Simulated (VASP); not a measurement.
Here is a VASP 6.6.1 calculation.

POSCAR

```
Eu
1.0
   -2.2274745855      2.2274745855      2.2274745855
    2.2274745855     -2.2274745855      2.2274745855
    2.2274745855      2.2274745855     -2.2274745855
Eu
1
Direct
    0.0000000000      0.0000000000      0.0000000000
```

File INCAR.step1:

```
ALGO = Normal
EDIFF = 1E-4
ENCUT = 520
GGA = PE
ISMEAR = -1
ISPIN = 2
LASPH = True
LCHARG = False
LMAXMIX = 6
LREAL = False
LWAVE = True
MAGMOM = 7.31
NBANDS = 18
NELM = 150
PREC = Accurate
SIGMA = 0.05
```

File INCAR.step2:

```
ALGO = Normal
EDIFF = 1E-6
ENCUT = 520
ISIF = 2
ISMEAR = -1
ISPIN = 2
ISTART = 1
LASPH = True
LCHARG = False
LMAXMIX = 6
LMIXTAU = True
LORBIT = 11
LREAL = False
LWAVE = False
MAGMOM = 7.31
METAGGA = R2SCAN
NBANDS = 18
NELM = 150
PREC = Accurate
SIGMA = 0.05
```

The input KPOINTS:

```
k-points
0
Gamma
  5 5 5
```

Potentials or basis: VASP PAW PBE potentials, release 64 (Eu).

Run with:

```bash
$ cat potpaw_PBE.64/Eu/POTCAR > POTCAR
$ cp INCAR.step1 INCAR
$ mpirun -np 1 vasp_std > vasp.out
$ cp INCAR.step2 INCAR
$ mpirun -np 1 vasp_std > vasp.out
```

Task: Estimate the site moments.

Result: Eu +6.60 μB.

Task: What does it give for the pressure?

Result: -0.7 GPa.

Task: Estimate the net moment.

Result: 7.28 μB per cell.

Caveat: the k points lie up to 0.40 Å⁻¹ apart; the PAW data sets were made with another functional, which shifts forces and pressure a little. The state reached can hang on the start; a lower one may exist.
